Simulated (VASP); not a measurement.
# Be3CdTe4 (P1) in VASP: relaxation of cell and atoms with PBE

Aim: the relaxation of cell and atoms of Be3CdTe4 with PBE.

All numbers are computed with VASP 6.6.1; they aren't measurements. Logs are shortened: lines on timing, memory, paths and dates and some standing lists are left out, and cuts for length are marked.

## (1) The cell of the first run

The typed cell holds 8 atoms: a = 5.816 Å, b = 5.971 Å, c = 7.155 Å, α = 115.12°, β = 111.36°, γ = 90.61°.

## (2) Relaxation of cell and atoms, PBE

File INCAR:

```
ALGO     = Normal         # electronic algorithm
EDIFF    = 1E-6           # SCF threshold, eV
EDIFFG   = -0.025         # ionic threshold
ENCUT    = 600            # plane-wave cutoff, eV
GGA      = PE             # functional
IBRION   = 2              # ionic algorithm
ISIF     = 3              # what is computed and relaxed
ISMEAR   = 0              # smearing method
LASPH    = True           # aspherical terms in the spheres
LCHARG   = False          # write CHGCAR
LREAL    = False          # projectors in reciprocal space
LWAVE    = False          # write WAVECAR
NELM     = 80             # most SCF steps
NSW      = 80             # ionic steps
PREC     = Accurate       # precision mode
SIGMA    = 0.1            # smearing width, eV
```

File KPOINTS:

```
k-points
0
Gamma
  4 4 4
```

File POSCAR:

```
Be3CdTe4
1.0
    5.8142309415     -0.0308582735      0.1347059075
   -0.0308582735      5.9712002003     -0.0410691319
   -2.7584649177     -3.0107875037      5.8750463428
Be Cd Te
3 1 4
Direct
    0.4965483935      0.4960592089      0.0057512889
    0.2487761088      0.7550760455      0.4937211734
    0.7581685674      0.2567038588      0.5036439773
   -0.0083648692     -0.0147538634      0.0001556709
    0.4085259501      0.4142845967      0.2637031280
    0.1334293315      0.5932973626      0.7256391127
    0.8737662869      0.8669308984      0.2760567612
    0.5891502310      0.1324018925      0.7313288875
```

Potentials or basis: VASP PAW PBE potentials, release 64 (Be, Cd, Te).

Command:

```console
$ cat potpaw_PBE.64/Be/POTCAR potpaw_PBE.64/Cd/POTCAR potpaw_PBE.64/Te/POTCAR > POTCAR
$ mpirun -np 1 vasp_std > vasp.out
```

OUTCAR:

```text
EDIFF = 1E-6
   EDIFFG = -0.025
   ENCUT = 600
   GGA = PE
   IBRION = 2
   ISIF = 3
   ISMEAR = 0
   LASPH = True
   LREAL = False
   NELM = 80
   NSW = 80
   PREC = Accurate

 ion  position               nearest neighbor table
   1  0.497  0.496  0.006-   5 2.31   8 2.46   7 2.57   6 2.60
   2  0.249  0.755  0.494-   5 2.45   7 2.46   8 2.47   6 2.51
   3  0.758  0.257  0.504-   6 2.45   7 2.48   8 2.52   5 2.61
   4  0.992  0.985  0.000-   7 2.65   6 2.71   8 2.85   5 2.90
   5  0.409  0.414  0.264-   1 2.31   2 2.45   3 2.61   4 2.90
   6  0.133  0.593  0.726-   3 2.45   2 2.51   1 2.60   4 2.71
   7  0.874  0.867  0.276-   2 2.46   3 2.48   1 2.57   4 2.65
   8  0.589  0.132  0.731-   1 2.46   2 2.47   3 2.52   4 2.85

  LATTYP: Found a triclinic cell.
 ALAT       =     5.9714211657
 B/A-ratio  =     1.8597165433
 C/A-ratio  =     1.1981617577
 COS(alpha) =     0.0029231175
 COS(beta)  =     0.4244504311
 COS(gamma) =     0.7964038855

  Lattice vectors:

 A1 = (  -0.0308582735,   5.9712002003,  -0.0410691319)
 A2 = (   2.9940494768,   8.9007546234,   5.9276139865)
 A3 = (   2.7584649177,   3.0107875037,  -5.8750463428)

Analysis of symmetry for initial positions (statically):
=====================================================================
 Subroutine PRICEL returns:
 Original cell was already a primitive cell.

 Routine SETGRP: Setting up the symmetry group for a
 triclinic supercell.

 Subroutine GETGRP returns: Found  1 space group operations
 (whereof  1 operations were pure point group operations)
 out of a pool of  2 trial point group operations.

The static configuration has the point symmetry C_1 .

Analysis of symmetry for dynamics (positions and initial velocities):
=====================================================================
 Subroutine PRICEL returns:
 Original cell was already a primitive cell.

 Routine SETGRP: Setting up the symmetry group for a
 triclinic supercell.

 Subroutine GETGRP returns: Found  1 space group operations
 (whereof  1 operations were pure point group operations)
 out of a pool of  2 trial point group operations.

The dynamic configuration has the point symmetry C_1 .

 Subroutine INISYM returns: Found  1 space group operations
 (whereof  1 operations are pure point group operations),
 and found     1 'primitive' translations

----------------------------------------------------------------------------------------

                                     Primitive cell

  volume of cell :     205.4728

  direct lattice vectors                    reciprocal lattice vectors
     5.814230941 -0.030858273  0.134705907     0.170131680  0.001433677  0.080615325
    -0.030858273  5.971200200 -0.041069132    -0.001091517  0.168053694  0.085610056
    -2.758464918 -3.010787504  5.875046343    -0.003908492  0.001141896  0.168961488

  length of vectors
     5.815873052  5.971421166  7.154728480     0.188270217  0.188606249  0.169010546

  position of ions in fractional coordinates (direct lattice)
     0.496548393  0.496059209  0.005751289
     0.248776109  0.755076045  0.493721173
     0.758168567  0.256703859  0.503643977
     0.991635131  0.985246137  0.000155671
     0.408525950  0.414284597  0.263703128
     0.133429331  0.593297363  0.725639113
     0.873766287  0.866930898  0.276056761
     0.589150231  0.132401892  0.731328887

  ion indices of the primitive-cell ions
   primitive index   ion index
                 1           1
                 2           2
                 3           3
                 4           4
                 5           5
                 6           6
                 7           7
                 8           8

----------------------------------------------------------------------------------------

 KPOINTS: k-points

Automatic generation of k-mesh.
 Grid dimensions read from file:
 generate k-points for:    4    4    4

 Generating k-lattice:

  Cartesian coordinates                     Fractional coordinates (reciprocal lattice)
     0.042532920  0.000358419  0.020153831     0.250000000  0.000000000  0.000000000
    -0.000272879  0.042013423  0.021402514     0.000000000  0.250000000  0.000000000
    -0.000977123  0.000285474  0.042240372    -0.000000000  0.000000000  0.250000000

  Length of vectors
     0.047067554  0.047151562  0.042252636

  Shift w.r.t. Gamma in fractional coordinates (k-lattice)
     0.000000000  0.000000000  0.000000000

 Subroutine IBZKPT returns following result:
 ===========================================

 Found     36 irreducible k-points:

 Following reciprocal coordinates:
            Coordinates               Weight
  0.000000  0.000000  0.000000      1.000000
  0.250000  0.000000 -0.000000      2.000000
  0.500000  0.000000 -0.000000      1.000000
  0.000000  0.250000 -0.000000      2.000000
  0.250000  0.250000 -0.000000      2.000000
  0.500000  0.250000 -0.000000      2.000000
[... 16 lines left out ...]
  0.000000 -0.250000  0.250000      2.000000
  0.250000 -0.250000  0.250000      2.000000
 [... further k-points ...]
   k-points           NKPTS =     36   k-points in BZ     NKDIM =     36   number of bands    NBANDS=     26
   number of dos      NEDOS =    301   number of ions     NIONS =      8
   total plane-waves  NPLWV = 138240
   dimension x,y,z NGX =    48 NGY =   48 NGZ =   60
   dimension x,y,z NGXF=    96 NGYF=   96 NGZF=  120
   ions per type =               3   1   4
   NGX,Y,Z   is equivalent  to a cutoff of  13.72, 13.36, 13.94 a.u.
   NGXF,Y,Z  is equivalent  to a cutoff of  27.44, 26.73, 27.88 a.u.
 SYSTEM =  unknown system
   PREC   = accura    normal or accurate (medium, high low for compatibility)
   ISTART =      0    job   : 0-new  1-cont  2-samecut
   ICHARG =      2    charge: 1-file 2-atom 10-const
   ISPIN  =      1    spin polarized calculation?
   LNONCOLLINEAR =      F non collinear calculations
   LSORBIT =      F    spin-orbit coupling
   LASPH  =      T    aspherical Exc in radial PAW
   ENCUT  =  600.0 eV  44.10 Ry    6.64 a.u.  11.62 11.93 14.29*2*pi/ulx,y,z
   NELM   =     80;   NELMIN=  2; NELMDL= -5     # of ELM steps
   EDIFF  = 0.1E-05   stopping-criterion for ELM
   LREAL  =      F    real-space projection
   EDIFFG = -.3E-01   stopping-criterion for IOM
   NSW    =     80    number of steps for IOM
   IBRION =      2    ionic relax: 0-MD 1-quasi-New 2-CG
   NFREE  =      1    steps in history (QN), initial steepest desc. (CG)
   ISIF   =      3    stress and relaxation
   ISYM   =      2    0-nonsym 1-usesym 2-fastsym
   POTIM  = 0.5000    time-step for ionic-motion
   TEBEG  =    0.0;   TEEND  =   0.0 temperature during run
   PSTRESS=    0.0 pullay stress
   NELECT =      42.0000    total number of electrons
   NUPDOWN=      -1.0000    fix difference up-down
   EMIN   =  10.00;   EMAX   =-10.00  energy-range for DOS
   EFERMI =   0.00;   METHOD = LEGACY
   ISMEAR =     0;   SIGMA  =   0.10  broadening in eV -4-tet -1-fermi 0-gaus
   EFERMI_NEDOS =   21; number of points for ismear=-14 and -15
   IALGO  =     38    algorithm
   IMIX   =      4    mixing-type and parameters
     AMIX     =   0.40;   BMIX     =  1.00
     AMIX_MAG =   1.60;   BMIX_MAG =  1.00
  volume/ion in A,a.u.               =      25.68       173.32
  Fermi-wavevector in a.u.,A,eV,Ry     =   0.964361  1.822379 12.653323  0.929993
  Thomas-Fermi vector in A             =   2.093986
   LORBIT       =      0    0 simple, 1 ext, 2 COOP (PROOUT), +10 PAW based schemes
   GGA     = PE    functional components
   LHFCALC =     F    Hartree Fock is set to
   AEXX    =    0.0000 exact exchange contribution
   IVDW    =     0    specifies the selected vdW correction
   LEPSILON=     F    determine dielectric tensor
   LRPA    =     F    only Hartree local field effects (RPA)
 conjugate gradient relaxation of ions
 non-spin polarized calculation
 Gauss-broadening in eV      SIGMA  =   0.10
  energy-cutoff  :      600.00
  volume of cell :      205.47
 maximum number of plane-waves:      6886
 NGX is ok and might be reduce to    48
   NGX = 23   NGY = 23   NGZ = 29

--------------------------------------- Ionic step        1  -------------------------------------------

 number of electron      41.9999999 magnetization

 Free energy of the ion-electron system (eV)
  ---------------------------------------------------
  ext. energy  EPLUGINS =         0.00000000
  ---------------------------------------------------
  free energy    TOTEN  =       -27.07482585 eV

  energy without entropy =      -27.07482585  energy(sigma->0) =      -27.07482585

------------------------ aborting loop because EDIFF is reached ----------------------------------------

  FORCE on cell =-STRESS in cart. coord.  units (eV):
  Direction    XX          YY          ZZ          XY          YZ          ZX
  --------------------------------------------------------------------------------------
  -------------------------------------------------------------------------------------
  Total        1.7697821      0.1602944      0.6455838      0.9510080     -0.0267967     -3.6992682
  in kB       13.7999051      1.2498981      5.0339506      7.4155004     -0.2089475    -28.8451052
  external PRESSURE =       6.6945846 kB  Pullay stress =       0.0000000 kB
[... 107 lines left out ...]
  FREE ENERGIE OF THE ION-ELECTRON SYSTEM (eV)
  ---------------------------------------------------
  free  energy   TOTEN  =       -27.2904592337 eV

  energy  without entropy=      -27.2904592337  energy(sigma->0) =      -27.29045923

[... ionic steps 4 to 11 ...]

--------------------------------------- Ionic step       12  -------------------------------------------

 number of electron      41.9999998 magnetization

------------------------ aborting loop because EDIFF is reached ----------------------------------------
[... 79 lines left out ...]
--------------------------------------- Ionic step       14  -------------------------------------------

 number of electron      41.9999998 magnetization

 Free energy of the ion-electron system (eV)
  ---------------------------------------------------
  ext. energy  EPLUGINS =         0.00000000
  ---------------------------------------------------
  free energy    TOTEN  =       -27.34228007 eV

  energy without entropy =      -27.34228007  energy(sigma->0) =      -27.34228007

 E-fermi :   4.4692     XC(G=0):  -8.8639

 val. band max:        4.0352844085   @ k =   0.0000   0.0000   0.0000
 cond. band min:       6.0841652493   @ k =   0.0000  -0.0000   0.5000
 fundamental gap:      2.0488808408
 Fermi energy:         4.4691535955

 k-point     1 :       0.0000    0.0000    0.0000
  band No.  band energies     occupation
      1      -7.8242      2.00000
      2      -6.4535      2.00000
      3      -6.4236      2.00000
      4      -6.4196      2.00000
      5      -4.0787      2.00000
      6      -4.0732      2.00000
[... 685 lines left out ...]
     25       7.2801      0.00000
     26       8.2309      0.00000

 [... further k-points ...]

------------------------ aborting loop because EDIFF is reached ----------------------------------------

  FORCE on cell =-STRESS in cart. coord.  units (eV):
  Direction    XX          YY          ZZ          XY          YZ          ZX
  --------------------------------------------------------------------------------------
  -------------------------------------------------------------------------------------
  Total       -0.0744289     -0.0666872     -0.0309059     -0.0028468      0.0102270     -0.0205614
  in kB       -0.5797265     -0.5194260     -0.2407258     -0.0221737      0.0796582     -0.1601527
  external PRESSURE =      -0.4466261 kB  Pullay stress =       0.0000000 kB
[... 23 lines left out ...]
  FREE ENERGIE OF THE ION-ELECTRON SYSTEM (eV)
  ---------------------------------------------------
  free  energy   TOTEN  =       -27.3422800698 eV

  energy  without entropy=      -27.3422800698  energy(sigma->0) =      -27.34228007

 reached required accuracy - stopping structural energy minimisation
```

Wall time 15 min (1 thread of Intel Xeon 6975P-C (Granite Rapids), shared host); peak memory 0.56 GiB.

What came out:

| Quantity | Value |
| --- | --- |
| Free energy | -27.3423 eV |
| Relaxed volume | 25.71 Å³/atom |
| Relaxed cell | a = 5.927 Å, b = 5.926 Å, c = 7.202 Å, α = 114.31°, β = 114.30°, γ = 89.99° |
| Space group after relaxing (to 0.1 Å) | I-42m (No. 121) |
| Energy gained by relaxing | 33.4 meV/atom |
| Ionic steps | 14 |
| Pressure after relaxing | 0.0 GPa |
| Largest force after relaxing | 0.019 eV/Å |
| Band gap on the k mesh | 2.05 eV (least direct gap 2.13 eV) |

Forces in eV/Å, atoms in the order of the input:
```
Be  -0.001  0.012  0.010
Be  -0.005  0.004 -0.003
Be  -0.007 -0.006  0.009
Cd   0.005  0.007 -0.014
Te   0.018  0.003 -0.004
Te  -0.008  0.008  0.006
Te  -0.009 -0.015 -0.006
Te   0.007 -0.014  0.001
```

Step by step:
```csv
step,energy change (eV),largest force (eV/Å),pressure (GPa),volume (Å³)
1,0.0000,1.0331,0.67,205.47
2,-0.2136,0.4181,-0.62,208.57
3,-0.2156,0.4172,-0.71,208.90
4,-0.2519,0.2182,-0.03,205.77
5,-0.2573,0.1525,0.38,204.05
6,-0.2643,0.0873,0.01,205.46
7,-0.2644,0.0887,-0.02,205.58
8,-0.2654,0.0540,-0.03,205.63
9,-0.2659,0.0555,-0.05,205.69
10,-0.2665,0.0331,0.03,205.40
11,-0.2666,0.0335,0.07,205.23
12,-0.2671,0.0294,-0.01,205.55
13,-0.2672,0.0301,-0.08,205.86
14,-0.2675,0.0191,-0.04,205.70
```

Final structure:
```cif
data_structure
_symmetry_space_group_name_H-M 'P 1'
_symmetry_Int_Tables_number 1
_cell_length_a 5.9267
_cell_length_b 5.9264
_cell_length_c 7.2024
_cell_angle_alpha 114.313
_cell_angle_beta 114.303
_cell_angle_gamma 89.991
_cell_volume 205.70
loop_
_atom_site_label
_atom_site_type_symbol
_atom_site_fract_x
_atom_site_fract_y
_atom_site_fract_z
_atom_site_occupancy
Be1 Be 0.49989 0.49942 0.99989 1
Be2 Be 0.25051 0.75043 0.50041 1
Be3 Be 0.75004 0.25041 0.49949 1
Cd1 Cd 0.99962 0.99944 0.00023 1
Te1 Te 0.40942 0.41000 0.27000 1
Te2 Te 0.14026 0.58982 0.72976 1
Te3 Te 0.86007 0.86012 0.27045 1
Te4 Te 0.59020 0.14036 0.72978 1
```

Caveat: spin-orbit coupling is left out, which moves the levels of the heavy elements.
